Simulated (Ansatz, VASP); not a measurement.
# Si4W in VASP and in Ansatz

```xyz
5
Lattice="-2.8055 2.8055 2.8055 2.8055 -2.8055 2.8055 2.8055 2.8055 -2.8055" Properties=species:S:1:pos:R:3 pbc="T T T"
Si    1.4028    1.4028    1.4028
Si    1.4028    1.4028   -1.4028
Si    1.4028   -1.4028    1.4028
Si   -1.4028    1.4028    1.4028
W     0.0000    0.0000    0.0000
```

Alike in both runs: task relaxation of cell and atoms; functional PBE; k mesh 10 × 10 × 10; occupations gaussian, width 0.1 eV; no spin polarisation.

|  | VASP | Ansatz |
| --- | --- | --- |
| version | VASP 6.6.1 | Ansatz 0.2.0 |
| potentials or method | VASP PAW PBE potentials, release 64 (Si, W_sv), cutoff 600 eV | scalar-relativistic, plane waves, PAW |
| valence electrons in the cell | 30 | 30 |

|  | VASP | Ansatz | Ansatz less VASP |
| --- | --- | --- | --- |
| gap on the k mesh at the Fermi level, each at its own relaxed structure (eV) | none | none | - |
| relaxed volume (Å³/atom) | 17.93 | 17.93 | +0.002 |
| relaxed cell length with the largest relative difference (Å) | 4.883 | 4.883 | +0.0002 |

A gap of «none» marks a metal or a gap that the smearing closes.

Neither program's run includes spin-orbit coupling.
